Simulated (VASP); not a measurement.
# BP (F-43m) in VASP: notebook

The runs below take BP through single point, with r2SCAN+rVV10.

All numbers are computed with VASP 6.6.1; they aren't measurements. Logs are shortened: lines on timing, memory, paths and dates and some standing lists are left out, and cuts for length are marked.

## 1. The cell of the first run

The structure is cubic, space group F-43m (No. 216). The conventional cell has a = 4.538 Å, b = 4.538 Å, c = 4.538 Å, α = 90.00°, β = 90.00°, γ = 90.00°. Within 2.6 Å of B (site symmetry -43m) lie 4 P at 1.97 Å. P (site symmetry -43m) has 4 B at 1.97 Å within 2.6 Å.

## 2. Single point, r2SCAN+rVV10

POSCAR reads:

```
BP
1.0
    0.0000000000      2.2690000000      2.2690000000
    2.2690000000      0.0000000000      2.2690000000
    2.2690000000      2.2690000000      0.0000000000
B P
1 1
Direct
    0.0000000000      0.0000000000      0.0000000000
    0.2500000000      0.2500000000      0.2500000000
```

INCAR.step1 reads:

```
SYSTEM = BP
PREC     = Accurate       ! precision mode
ENCUT    = 550            ! plane-wave cutoff, eV
ISMEAR   = 0              ! smearing method
SIGMA    = 0.1            ! smearing width, eV
LREAL    = .False.        ! projectors in reciprocal space
LASPH    = .True.         ! aspherical terms in the spheres
NELM     = 120            ! most SCF steps
NBANDS   = 11             ! bands
GGA      = PE             ! functional
ALGO     = Normal         ! electronic algorithm
EDIFF    = 1E-5           ! SCF threshold, eV
LWAVE    = .True.         ! write WAVECAR
LCHARG   = .False.        ! write CHGCAR
GGA_COMPAT= .False.
```

INCAR.step2 reads:

```
SYSTEM = BP
PREC     = Accurate       ! precision mode
ENCUT    = 550            ! plane-wave cutoff, eV
EDIFF    = 1E-6           ! SCF threshold, eV
ISMEAR   = 0              ! smearing method
SIGMA    = 0.1            ! smearing width, eV
LREAL    = .False.        ! projectors in reciprocal space
LASPH    = .True.         ! aspherical terms in the spheres
NELM     = 120            ! most SCF steps
ALGO     = Normal         ! electronic algorithm
ISIF     = 2              ! what is computed and relaxed
LWAVE    = .False.        ! write WAVECAR
LCHARG   = .True.         ! write CHGCAR
METAGGA  = R2SCAN         ! meta-GGA
LMIXTAU  = .True.       
LUSE_VDW = .True.       
IVDW_NL  = 2            
BPARAM   = 11.95        
CPARAM   = 0.0093       
LELF     = .True.         ! ELF
LVHAR    = .True.       
NBANDS   = 11             ! bands
ISTART   = 1            
GGA_COMPAT= .False.
```

KPOINTS reads:

```
regular mesh
0
Gamma
  6 6 6
  0 0 0
```

Potentials or basis: VASP PAW PBE potentials, release 64 (B, P).

The run is started by

```sh
$ cat potpaw_PBE.64/B/POTCAR potpaw_PBE.64/P/POTCAR > POTCAR
$ cp INCAR.step1 INCAR
$ mpirun -np 1 vasp_std > vasp.out
$ cp INCAR.step2 INCAR
$ mpirun -np 1 vasp_std > vasp.out
```

OUTCAR:

```text
SYSTEM = BP
   PREC = Accurate
   ENCUT = 550
   EDIFF = 1E-6
   ISMEAR = 0
   LREAL = .False.
   LASPH = .True.
   NELM = 120
   ISIF = 2
   METAGGA = R2SCAN
   IVDW_NL = 2
   BPARAM = 11.95
   ISTART = 1

 ion  position               nearest neighbor table
   1  0.000  0.000  0.000-   2 1.97   2 1.97   2 1.97   2 1.97
   2  0.250  0.250  0.250-   1 1.97   1 1.97   1 1.97   1 1.97

  LATTYP: Found a face centered cubic cell.
 ALAT       =     4.5380000000

  Lattice vectors:

 A1 = (   0.0000000000,   2.2690000000,   2.2690000000)
 A2 = (   2.2690000000,   0.0000000000,   2.2690000000)
 A3 = (   2.2690000000,   2.2690000000,   0.0000000000)

Analysis of symmetry for initial positions (statically):
=====================================================================
 Subroutine PRICEL returns:
 Original cell was already a primitive cell.

 Routine SETGRP: Setting up the symmetry group for a
 face centered cubic supercell.

 Subroutine GETGRP returns: Found 24 space group operations
 (whereof 24 operations were pure point group operations)
 out of a pool of 48 trial point group operations.

The static configuration has the point symmetry T_d .

Analysis of symmetry for dynamics (positions and initial velocities):
=====================================================================
 Subroutine PRICEL returns:
 Original cell was already a primitive cell.

 Routine SETGRP: Setting up the symmetry group for a
 face centered cubic supercell.

 Subroutine GETGRP returns: Found 24 space group operations
 (whereof 24 operations were pure point group operations)
 out of a pool of 48 trial point group operations.

The dynamic configuration has the point symmetry T_d .

 Subroutine INISYM returns: Found 24 space group operations
 (whereof 24 operations are pure point group operations),
 and found     1 'primitive' translations

----------------------------------------------------------------------------------------

                                     Primitive cell

  volume of cell :      23.3633

  direct lattice vectors                    reciprocal lattice vectors
     0.000000000  2.269000000  2.269000000    -0.220361393  0.220361393  0.220361393
     2.269000000  0.000000000  2.269000000     0.220361393 -0.220361393  0.220361393
     2.269000000  2.269000000  0.000000000     0.220361393  0.220361393 -0.220361393

  length of vectors
     3.208850573  3.208850573  3.208850573     0.381677128  0.381677128  0.381677128

[... 80 lines left out ...]
   TEBEG  =    0.0;   TEEND  =   0.0 temperature during run
   PSTRESS=    0.0 pullay stress
   NELECT =       8.0000    total number of electrons
   NUPDOWN=      -1.0000    fix difference up-down
   EMIN   =  10.00;   EMAX   =-10.00  energy-range for DOS
   EFERMI =   0.00;   METHOD = LEGACY
   ISMEAR =     0;   SIGMA  =   0.10  broadening in eV -4-tet -1-fermi 0-gaus
   EFERMI_NEDOS =   21; number of points for ismear=-14 and -15
   IALGO  =     38    algorithm
   IMIX   =      4    mixing-type and parameters
     AMIX     =   0.40;   BMIX     =  1.00
     AMIX_MAG =   1.60;   BMIX_MAG =  1.00
  volume/ion in A,a.u.               =      11.68        78.83
  Fermi-wavevector in a.u.,A,eV,Ry     =   1.145320  2.164342 17.847562  1.311759
  Thomas-Fermi vector in A             =   2.282009
   LORBIT       =      0    0 simple, 1 ext, 2 COOP (PROOUT), +10 PAW based schemes
   METAGGA = R2SCAN    functional components
   LHFCALC =     F    Hartree Fock is set to
   AEXX    =    0.0000 exact exchange contribution
   IVDW_NL    =     2    kernel type
   BPARAM     =11.9500
   IVDW    =     0    specifies the selected vdW correction
   LEPSILON=     F    determine dielectric tensor
   LRPA    =     F    only Hartree local field effects (RPA)
 non-spin polarized calculation
 Gauss-broadening in eV      SIGMA  =   0.10
  energy-cutoff  :      550.00
  volume of cell :       23.36
 maximum number of plane-waves:       701
 NGX is ok and might be reduce to    28
   NGX = 13   NGY = 13   NGZ = 13

 number of electron       8.0000000 magnetization

 Free energy of the ion-electron system (eV)
  ---------------------------------------------------
  ext. energy  EPLUGINS =         0.00000000
  ---------------------------------------------------
  free energy    TOTEN  =       -17.20963758 eV

  energy without entropy =      -17.20963758  energy(sigma->0) =      -17.20963758

 E-fermi :   7.8775     XC(G=0): -11.5300

 val. band max:        7.3972854117   @ k =   0.0000   0.0000   0.0000
 cond. band min:       8.9030685972   @ k =   0.5000   0.5000   0.0000
 fundamental gap:      1.5057831856
 Fermi energy:         7.8775305307

 k-point     1 :       0.0000    0.0000    0.0000
  band No.  band energies     occupation
      1      -8.8748      2.00000
      2       7.3973      2.00000
      3       7.3973      2.00000
      4       7.3973      2.00000
      5      11.0299      0.00000
      6      11.0299      0.00000
      7      11.0299      0.00000
      8      15.4000      0.00000
      9      19.7174      0.00000
     10      20.0346      0.00000
     11      20.0346      0.00000
[... 197 lines left out ...]
 k-point    16 :      -0.3333    0.5000    0.1667
  band No.  band energies     occupation
      1      -3.4978      2.00000
      2      -1.3792      2.00000
      3       1.8344      2.00000
      4       1.9574      2.00000
      5      11.5376      0.00000
      6      12.1737      0.00000
      7      17.1552      0.00000
      8      17.8368      0.00000
      9      21.2473      0.00000
     10      24.5919      0.00000
     11      24.8492      0.00000

------------------------ aborting loop because EDIFF is reached ----------------------------------------

  FORCE on cell =-STRESS in cart. coord.  units (eV):
  Direction    XX          YY          ZZ          XY          YZ          ZX
  --------------------------------------------------------------------------------------
  -------------------------------------------------------------------------------------
  Total       -0.1656988     -0.1656988     -0.1656988     -0.0000000      0.0000000     -0.0000000
  in kB      -11.3630925    -11.3630925    -11.3630925     -0.0000000      0.0000000     -0.0000000
  external PRESSURE =     -11.3630925 kB  Pullay stress =       0.0000000 kB

 VOLUME and BASIS-vectors are now :
 -----------------------------------------------------------------------------
  energy-cutoff  :      550.00
  volume of cell :       23.36
      direct lattice vectors                 reciprocal lattice vectors
     0.000000000  2.269000000  2.269000000    -0.220361393  0.220361393  0.220361393
     2.269000000  0.000000000  2.269000000     0.220361393 -0.220361393  0.220361393
     2.269000000  2.269000000  0.000000000     0.220361393  0.220361393 -0.220361393

 POSITION                                       TOTAL-FORCE (eV/Angst)
 -----------------------------------------------------------------------------------
      0.00000      0.00000      0.00000         0.000000      0.000000      0.000000
      1.13450      1.13450      1.13450        -0.000000     -0.000000     -0.000000
 -----------------------------------------------------------------------------------
    total drift:                               -0.000000     -0.000000     -0.000000

  FREE ENERGIE OF THE ION-ELECTRON SYSTEM (eV)
  ---------------------------------------------------
  free  energy   TOTEN  =       -17.2096375805 eV

  energy  without entropy=      -17.2096375805  energy(sigma->0) =      -17.20963758
```

OUTCAR.step1:

```text
SYSTEM = BP
   PREC = Accurate
   ENCUT = 550
   ISMEAR = 0
   LREAL = .False.
   LASPH = .True.
[... 435 lines left out ...]
      0.00000      0.00000      0.00000        -0.000000     -0.000000     -0.000000
      1.13450      1.13450      1.13450         0.000000      0.000000      0.000000
 -----------------------------------------------------------------------------------
    total drift:                               -0.000000     -0.000000     -0.000000

  FREE ENERGIE OF THE ION-ELECTRON SYSTEM (eV)
  ---------------------------------------------------
  free  energy   TOTEN  =       -12.9139850162 eV

  energy  without entropy=      -12.9139850162  energy(sigma->0) =      -12.91398502
```

OSZICAR.step1:

```text
N       E                     dE             d eps       ncg     rms          rms(c)
DAV:   1     0.936308828073E+01    0.93631E+01   -0.39277E+03   352   0.669E+02
DAV:   2    -0.130826179054E+02   -0.22446E+02   -0.21794E+02   485   0.114E+02
DAV:   3    -0.136246355088E+02   -0.54202E+00   -0.54063E+00   439   0.153E+01
DAV:   4    -0.136269599726E+02   -0.23245E-02   -0.23241E-02   410   0.114E+00
DAV:   5    -0.136269716753E+02   -0.11703E-04   -0.11703E-04   435   0.826E-02    0.721E+00
DAV:   6    -0.130132718840E+02    0.61370E+00   -0.13961E+00   397   0.512E+00    0.388E+00
DAV:   7    -0.129213518795E+02    0.91920E-01   -0.23351E-01   436   0.241E+00    0.133E+00
DAV:   8    -0.129134381355E+02    0.79137E-02   -0.27124E-02   408   0.944E-01    0.193E-01
DAV:   9    -0.129137694371E+02   -0.33130E-03   -0.72087E-04   403   0.181E-01    0.125E-01
DAV:  10    -0.129139727107E+02   -0.20327E-03   -0.24831E-04   404   0.996E-02    0.277E-02
DAV:  11    -0.129139839825E+02   -0.11272E-04   -0.13011E-05   418   0.232E-02    0.339E-02
DAV:  12    -0.129139850162E+02   -0.10337E-05   -0.47345E-06   200   0.108E-02
   1 F= -.12913985E+02 E0= -.12913985E+02  d E =-.156650E-12
```

It took 32 s on 1 thread of Intel Xeon 6975P-C (Granite Rapids), shared host; peak memory 0.25 GiB.

What came out:

| Item | Value |
| --- | --- |
| Free energy | -17.2096 eV |
| Pressure | -1.1 GPa |
| Band gap on the k mesh | 1.51 eV (least direct gap 3.63 eV) |

Levels at points of the mesh, in eV from the valence-band top:
```
           k point  band 2  band 3  band 4  band 5  band 6  band 7
(0.00, 0.00, 0.00)    0.00    0.00    0.00    3.63    3.63    3.63
(0.50, 0.00, 0.00)   -9.52   -1.87   -1.87    4.12    5.01    5.01
(0.50, 0.50, 0.00)   -9.14   -4.35   -4.35    1.51    1.87   13.06
```

Caveat: the PAW data sets were made with another functional, which shifts forces and pressure a little. A k mesh can miss the band edges.

## 3. Single point, r2SCAN+rVV10 (10.58 Å³/atom)

This run uses another cell than the first one, of 10.58 Å³/atom.

POSCAR reads:

```
BP
1.0
    0.0000000000      2.1952871442      2.1952871442
    2.1952871442      0.0000000000      2.1952871442
    2.1952871442      2.1952871442      0.0000000000
B P
1 1
Direct
    0.0000000000      0.0000000000      0.0000000000
    0.2500000000      0.2500000000      0.2500000000
```

INCAR.step1 reads:

```
PREC = Accurate ; ENCUT = 550
ISMEAR = 0 ; SIGMA = 0.02
LREAL = False ; LASPH = True
NELM = 120 ; NBANDS = 11
GGA = PE ; ALGO = Normal
EDIFF = 1E-5 ; LWAVE = True
LCHARG = False ; GGA_COMPAT = False
```

INCAR.step2 reads:

```
PREC = Accurate ; ENCUT = 550
EDIFF = 1E-6 ; ISMEAR = 0
SIGMA = 0.02 ; LREAL = False
LASPH = True ; NELM = 120
ALGO = Normal ; ISIF = 2
LWAVE = False ; LCHARG = False
METAGGA = R2SCAN ; LMIXTAU = True
LUSE_VDW = True ; IVDW_NL = 2
BPARAM = 11.95 ; CPARAM = 0.0093
NBANDS = 11 ; ISTART = 1
GGA_COMPAT = False
```

KPOINTS reads:

```
regular mesh
0
Gamma
  10 10 10
```

Potentials or basis: VASP PAW PBE potentials, release 64 (B, P).

The run is started by

```sh
$ cat potpaw_PBE.64/B/POTCAR potpaw_PBE.64/P/POTCAR > POTCAR
$ cp INCAR.step1 INCAR
$ mpirun -np 1 vasp_std > vasp.out
$ cp INCAR.step2 INCAR
$ mpirun -np 1 vasp_std > vasp.out
```

Wall time 25 s (1 thread of Intel Xeon 6975P-C (Granite Rapids), shared host); peak memory 0.21 GiB.

The run converged. Its results:

```yaml
Free_energy: -17.1153 eV
Pressure: 18.7 GPa
Band_gap_on_the_k_mesh: 1.28 eV (least direct gap 3.81 eV)
```

Levels at points of the mesh, in eV from the valence-band top:
```tsv
k point	band 1	band 2	band 3	band 4	band 5	band 6	band 7	band 8
(0.00, 0.00, 0.00)	-17.21	0.00	0.00	0.00	3.81	3.81	3.81	9.63
(0.50, 0.00, 0.00)	-13.31	-10.27	-1.99	-1.99	4.77	5.08	5.08	11.25
(0.50, 0.50, 0.00)	-11.49	-9.68	-4.73	-4.73	1.31	1.79	14.06	14.06
```

Caveat: the cell stands under pressure; the PAW data sets were made with another functional, which shifts forces and pressure a little. A k mesh can miss the band edges.

(Continued in part 2 of 2.)
